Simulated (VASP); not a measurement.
# Lu (P6_3/mmc) in VASP: notebook

Runs on Lu. Level: LDA. Tasks: single point.

All numbers are computed with VASP 6.6.1; they aren't measurements. Logs are shortened: lines on timing, memory, paths and dates and some standing lists are left out, and cuts for length are marked.

## 1. The cell of the first run

It takes space group P6_3/mmc (No. 194, hexagonal). The conventional cell has a = 3.432 Å, b = 3.432 Å, c = 5.438 Å, α = 90.00°, β = 90.00°, γ = 120.00°. Within 4.4 Å of Lu (site symmetry -6m2) lie 12 Lu at 3.36 to 3.43 Å.

## 2. Single point, LDA (27.73 Å³/atom)

Contents of INCAR:

```
SYSTEM = Lu
ALGO = Normal
EDIFF = 1E-7
ENCUT = 520
GGA = CA
ISIF = 2
ISMEAR = -1
LASPH = .True.
LCHARG = .False.
LREAL = .False.
LWAVE = .False.
NBANDS = 32
NELM = 80
PREC = Accurate
SIGMA = 0.05
```

Contents of KPOINTS:

```
k-points
0
Gamma
  9 9 5
  0 0 0
```

Contents of POSCAR:

```
Lu
1.0
    3.4315880974      0.0000000000      0.0000000000
   -1.7157940487      2.9718424677      0.0000000000
    0.0000000000      0.0000000000      5.4375845309
Lu
2
Direct
    0.6666666667      0.3333333333      0.7500000000
    0.3333333333      0.6666666667      0.2500000000
```

Potentials or basis: VASP PAW PBE potentials, release 64 (Lu).

Started as:

```bash
cat potpaw_PBE.64/Lu/POTCAR > POTCAR
mpirun -np 1 vasp_std > vasp.out
```

OUTCAR:

```text
SYSTEM = Lu
   EDIFF = 1E-7
   ENCUT = 520
   GGA = CA
   ISIF = 2
   ISMEAR = -1
   LASPH = .True.
   LREAL = .False.
   NELM = 80
   PREC = Accurate

 ion  position               nearest neighbor table
   1  0.667  0.333  0.750-   2 3.36   2 3.36   2 3.36   2 3.36   2 3.36   2 3.36
   2  0.333  0.667  0.250-   1 3.36   1 3.36   1 3.36   1 3.36   1 3.36   1 3.36

  LATTYP: Found a hexagonal cell.
 ALAT       =     3.4315880974
 C/A-ratio  =     1.5845679541

  Lattice vectors:

 A1 = (   3.4315880974,   0.0000000000,   0.0000000000)
 A2 = (  -1.7157940487,   2.9718424677,   0.0000000000)
 A3 = (   0.0000000000,   0.0000000000,   5.4375845309)

Analysis of symmetry for initial positions (statically):
=====================================================================
 Subroutine PRICEL returns:
 Original cell was already a primitive cell.

 Routine SETGRP: Setting up the symmetry group for a
 hexagonal supercell.

 Subroutine GETGRP returns: Found 24 space group operations
 (whereof 12 operations were pure point group operations)
 out of a pool of 24 trial point group operations.

The static configuration has the point symmetry D_3d.
 The point group associated with its full space group is D_6h.

Analysis of symmetry for dynamics (positions and initial velocities):
=====================================================================
 Subroutine PRICEL returns:
 Original cell was already a primitive cell.

 Routine SETGRP: Setting up the symmetry group for a
 hexagonal supercell.

 Subroutine GETGRP returns: Found 24 space group operations
 (whereof 12 operations were pure point group operations)
 out of a pool of 24 trial point group operations.

The dynamic configuration has the point symmetry D_3d.
 The point group associated with its full space group is D_6h.

 Subroutine INISYM returns: Found 24 space group operations
 (whereof 12 operations are pure point group operations),
 and found     1 'primitive' translations

----------------------------------------------------------------------------------------

                                     Primitive cell

  volume of cell :      55.4532

  direct lattice vectors                    reciprocal lattice vectors
     3.431588097  0.000000000  0.000000000     0.291410266  0.168245795  0.000000000
    -1.715794049  2.971842468  0.000000000     0.000000000  0.336491591  0.000000000
     0.000000000  0.000000000  5.437584531     0.000000000  0.000000000  0.183905187

  length of vectors
     3.431588097  3.431588097  5.437584531     0.336491591  0.336491591  0.183905187

  position of ions in fractional coordinates (direct lattice)
     0.666666667  0.333333333  0.750000000
     0.333333333  0.666666667  0.250000000

  ion indices of the primitive-cell ions
   primitive index   ion index
                 1           1
                 2           2

----------------------------------------------------------------------------------------

 KPOINTS: k-points

Automatic generation of k-mesh.
 Grid dimensions read from file:
 generate k-points for:    9    9    5

 Generating k-lattice:

  Cartesian coordinates                     Fractional coordinates (reciprocal lattice)
     0.032378918  0.018693977  0.000000000     0.111111111 -0.000000000  0.000000000
     0.000000000  0.037387955  0.000000000     0.000000000  0.111111111  0.000000000
     0.000000000  0.000000000  0.036781037     0.000000000  0.000000000  0.200000000

  Length of vectors
     0.037387955  0.037387955  0.036781037

  Shift w.r.t. Gamma in fractional coordinates (k-lattice)
     0.000000000  0.000000000  0.000000000

 Subroutine IBZKPT returns following result:
 ===========================================

 Found     36 irreducible k-points:

 Following reciprocal coordinates:
            Coordinates               Weight
  0.000000  0.000000  0.000000      1.000000
  0.111111 -0.000000  0.000000      6.000000
  0.222222 -0.000000  0.000000      6.000000
  0.333333 -0.000000  0.000000      6.000000
  0.444444 -0.000000  0.000000      6.000000
  0.111111  0.111111  0.000000      6.000000
[... 16 lines left out ...]
  0.333333  0.222222  0.200000     24.000000
  0.333333  0.333333  0.200000      4.000000
 [... further k-points ...]
   k-points           NKPTS =     36   k-points in BZ     NKDIM =     36   number of bands    NBANDS=     32
   number of dos      NEDOS =    301   number of ions     NIONS =      2
   total plane-waves  NPLWV =  31360
   dimension x,y,z NGX =    28 NGY =   28 NGZ =   40
   dimension x,y,z NGXF=    56 NGYF=   56 NGZF=   80
   ions per type =               2
   NGX,Y,Z   is equivalent  to a cutoff of  13.56, 13.56, 12.23 a.u.
   NGXF,Y,Z  is equivalent  to a cutoff of  27.13, 27.13, 24.46 a.u.
 SYSTEM =  Lu
   PREC   = accura    normal or accurate (medium, high low for compatibility)
   ISTART =      0    job   : 0-new  1-cont  2-samecut
   ICHARG =      2    charge: 1-file 2-atom 10-const
   ISPIN  =      1    spin polarized calculation?
   LNONCOLLINEAR =      F non collinear calculations
   LSORBIT =      F    spin-orbit coupling
   LASPH  =      T    aspherical Exc in radial PAW
   ENCUT  =  520.0 eV  38.22 Ry    6.18 a.u.   6.38  6.38 10.11*2*pi/ulx,y,z
   NELM   =     80;   NELMIN=  2; NELMDL= -5     # of ELM steps
   EDIFF  = 0.1E-06   stopping-criterion for ELM
   LREAL  =      F    real-space projection
   EDIFFG = 0.1E-05   stopping-criterion for IOM
   NSW    =      0    number of steps for IOM
   IBRION =     -1    ionic relax: 0-MD 1-quasi-New 2-CG
   NFREE  =      0    steps in history (QN), initial steepest desc. (CG)
   ISIF   =      2    stress and relaxation
   ISYM   =      2    0-nonsym 1-usesym 2-fastsym
   POTIM  = 0.5000    time-step for ionic-motion
   TEBEG  =    0.0;   TEEND  =   0.0 temperature during run
   PSTRESS=    0.0 pullay stress
   NELECT =      50.0000    total number of electrons
   NUPDOWN=      -1.0000    fix difference up-down
   EMIN   =  10.00;   EMAX   =-10.00  energy-range for DOS
   EFERMI =   0.00;   METHOD = LEGACY
   ISMEAR =    -1;   SIGMA  =   0.05  broadening in eV -4-tet -1-fermi 0-gaus
   EFERMI_NEDOS =   21; number of points for ismear=-14 and -15
   IALGO  =     38    algorithm
   IMIX   =      4    mixing-type and parameters
     AMIX     =   0.40;   BMIX     =  1.00
     AMIX_MAG =   1.60;   BMIX_MAG =  1.00
  volume/ion in A,a.u.               =      27.73       187.11
  Fermi-wavevector in a.u.,A,eV,Ry     =   1.581573  2.988739 34.033238  2.501372
  Thomas-Fermi vector in A             =   2.681628
   LORBIT       =      0    0 simple, 1 ext, 2 COOP (PROOUT), +10 PAW based schemes
   GGA     = CA    functional components
   LHFCALC =     F    Hartree Fock is set to
   AEXX    =    0.0000 exact exchange contribution
   IVDW    =     0    specifies the selected vdW correction
   LEPSILON=     F    determine dielectric tensor
   LRPA    =     F    only Hartree local field effects (RPA)
 non-spin polarized calculation
  energy-cutoff  :      520.00
  volume of cell :       55.45
 maximum number of plane-waves:      1514
 NGX is ok and might be reduce to    28
   NGX = 13   NGY = 13   NGZ = 21

 number of electron      50.0000020 magnetization

 Free energy of the ion-electron system (eV)
  ---------------------------------------------------
  ext. energy  EPLUGINS =         0.00000000
  ---------------------------------------------------
  free energy    TOTEN  =       -10.36484128 eV

  energy without entropy =      -10.33615257  energy(sigma->0) =      -10.35049693

 E-fermi :   2.1173     XC(G=0): -11.2217

 val. band max:        2.1071913630   @ k =   0.4444   0.1111   0.4000
 cond. band min:       2.1213270139   @ k =   0.2222  -0.0000   0.0000
 fundamental gap:      0.0141356509
 Fermi energy:         2.1173233447

 k-point     1 :       0.0000    0.0000    0.0000
  band No.  band energies     occupation
      1     -53.6899      2.00000
      2     -53.6459      2.00000
      3     -24.8844      2.00000
      4     -24.3667      2.00000
      5     -24.3667      2.00000
      6     -24.2724      2.00000
[... 24 lines left out ...]
     31       5.6337      0.00000
     32       5.6337      0.00000

 k-point     2 :       0.1111   -0.0000    0.0000
  band No.  band energies     occupation
      1     -53.6861      2.00000
      2     -53.6444      2.00000
      3     -24.8610      2.00000
      4     -24.4158      2.00000
      5     -24.3831      2.00000
      6     -24.3239      2.00000
[... 24 lines left out ...]
     31       5.2950      0.00000
     32       5.3354      0.00000

 k-point     3 :       0.2222   -0.0000    0.0000
  band No.  band energies     occupation
      1     -53.6762      2.00000
      2     -53.6411      2.00000
      3     -24.7963      2.00000
      4     -24.5404      2.00000
      5     -24.4496      2.00000
      6     -24.4226      2.00000
[... 24 lines left out ...]
     31       5.7633      0.00000
     32       6.1229      0.00000

 k-point     4 :       0.3333   -0.0000    0.0000
  band No.  band energies     occupation
      1     -53.6638      2.00000
      2     -53.6384      2.00000
      3     -24.7075      2.00000
      4     -24.6823      2.00000
      5     -24.5847      2.00000
      6     -24.4654      2.00000
[... 24 lines left out ...]
     31       6.8098      0.00000
     32       7.3213      0.00000

 k-point     5 :       0.4444   -0.0000    0.0000
  band No.  band energies     occupation
      1     -53.6543      2.00000
      2     -53.6381      2.00000
      3     -24.7745      2.00000
      4     -24.6692      2.00000
      5     -24.6282      2.00000
      6     -24.4925      2.00000
[... 584 lines left out ...]
     31       7.9610      0.00000
     32       8.5970      0.00000

 k-point    22 :       0.2222    0.2222    0.2000
  band No.  band energies     occupation
      1     -53.6558      2.00000
      2     -53.6398      2.00000
      3     -24.7340      2.00000
      4     -24.6841      2.00000
      5     -24.5401      2.00000
      6     -24.5183      2.00000
[... 24 lines left out ...]
     31       7.5819      0.00000
     32       7.7740      0.00000

 k-point    23 :       0.3333    0.2222    0.2000
  band No.  band energies     occupation
      1     -53.6481      2.00000
      2     -53.6400      2.00000
      3     -24.7511      2.00000
      4     -24.6957      2.00000
      5     -24.5996      2.00000
      6     -24.4974      2.00000
[... 24 lines left out ...]
     31       7.6195      0.00000
     32       8.1684      0.00000

 k-point    24 :       0.3333    0.3333    0.2000
  band No.  band energies     occupation
      1     -53.6427      2.00000
      2     -53.6427      2.00000
      3     -24.6896      2.00000
      4     -24.6811      2.00000
      5     -24.6811      2.00000
      6     -24.5256      2.00000
[... 24 lines left out ...]
     31       7.7873      0.00000
     32       7.8139      0.00000

 [... further k-points ...]

------------------------ aborting loop because EDIFF is reached ----------------------------------------

  FORCE on cell =-STRESS in cart. coord.  units (eV):
  Direction    XX          YY          ZZ          XY          YZ          ZX
  --------------------------------------------------------------------------------------
  -------------------------------------------------------------------------------------
  Total       -0.8604079     -0.8604079     -1.3698677     -0.0000000     -0.0000000      0.0000000
  in kB      -24.8592486    -24.8592486    -39.5787663     -0.0000000     -0.0000000      0.0000000
  external PRESSURE =     -29.7657545 kB  Pullay stress =       0.0000000 kB

 VOLUME and BASIS-vectors are now :
 -----------------------------------------------------------------------------
  energy-cutoff  :      520.00
  volume of cell :       55.45
      direct lattice vectors                 reciprocal lattice vectors
     3.431588097  0.000000000  0.000000000     0.291410266  0.168245795  0.000000000
    -1.715794049  2.971842468  0.000000000     0.000000000  0.336491591  0.000000000
     0.000000000  0.000000000  5.437584531     0.000000000  0.000000000  0.183905187

 POSITION                                       TOTAL-FORCE (eV/Angst)
 -----------------------------------------------------------------------------------
      1.71579      0.99061      4.07819        -0.000000      0.000000      0.000000
     -0.00000      1.98123      1.35940         0.000000     -0.000000      0.000000
 -----------------------------------------------------------------------------------
    total drift:                               -0.000000      0.000000     -0.000000

  FREE ENERGIE OF THE ION-ELECTRON SYSTEM (eV)
  ---------------------------------------------------
  free  energy   TOTEN  =       -10.3648412811 eV

  energy  without entropy=      -10.3361525718  energy(sigma->0) =      -10.35049693
```

It took 84 s on 1 thread of Intel Xeon 8259CL, shared host; peak memory 0.19 GiB.

What came out:

| Item | Value |
| --- | --- |
| Free energy | -10.3648 eV |
| Pressure | -3.0 GPa |
| Band gap on the k mesh | zero (bands 25 and 26 overlap by 1.41 eV) |

Stress tensor (GPa, compression positive):
```
-2.49  0.00  0.00
 0.00 -2.49  0.00
 0.00  0.00 -3.96
```

Levels at points of the mesh, in eV from the Fermi level:
```tsv
k point	band 21	band 22	band 23	band 24	band 25	band 26	band 27	band 28	band 29	band 30
(0.00, 0.00, 0.00)	-4.86	-4.84	-4.83	-2.54	0.85	2.15	2.15	2.44	2.89	2.89
```

Caveat: the PAW data sets were made with another functional, which shifts forces and pressure a little; spin-orbit coupling is left out, which moves the levels of the heavy elements.

## 3. Single point, LDA (28.32 Å³/atom)

This run uses another cell than the first one, of 28.32 Å³/atom.

Contents of INCAR:

```
SYSTEM = Lu
ALGO = Normal
EDIFF = 1E-6
ENCUT = 520
GGA = CA
ISIF = 2
ISMEAR = -1
LASPH = .TRUE.
LCHARG = .FALSE.
LREAL = .FALSE.
LWAVE = .FALSE.
NBANDS = 32
NELM = 60
PREC = Accurate
SIGMA = 0.05
```

Contents of KPOINTS:

```
k-points
0
G
  9 9 5
  0 0 0
```

Contents of POSCAR:

```
Lu
1.0
    3.4557550070      0.0000000000      0.0000000000
   -1.7278775035      2.9927716254      0.0000000000
    0.0000000000      0.0000000000      5.4758786414
Lu
2
Direct
    0.6666666667      0.3333333333      0.7500000000
    0.3333333333      0.6666666667      0.2500000000
```

Potentials or basis: VASP PAW PBE potentials, release 64 (Lu).

Started as:

```bash
cat potpaw_PBE.64/Lu/POTCAR > POTCAR
mpirun -np 1 vasp_std > vasp.out
```

Wall time 1.8 min (1 thread of Intel Xeon 8259CL, shared host); peak memory 0.19 GiB.

It converged, with:

- Free energy: -10.3403 eV
- Pressure: -3.9 GPa
- Band gap on the k mesh: zero (bands 25 and 26 overlap by 1.40 eV)

Stress tensor (GPa, compression positive):
```
-3.40  0.00  0.00
 0.00 -3.40  0.00
 0.00  0.00 -4.80
```

Levels at points of the mesh, in eV from the Fermi level:
```
           k point  band 23  band 24  band 25  band 26  band 27  band 28
(0.00, 0.00, 0.00)    -4.88    -2.51     0.78     2.13     2.13     2.41
```

Caveat: the cell stands under tension; the PAW data sets were made with another functional, which shifts forces and pressure a little; spin-orbit coupling is left out, which moves the levels of the heavy elements.

[end of part 1 of 2]
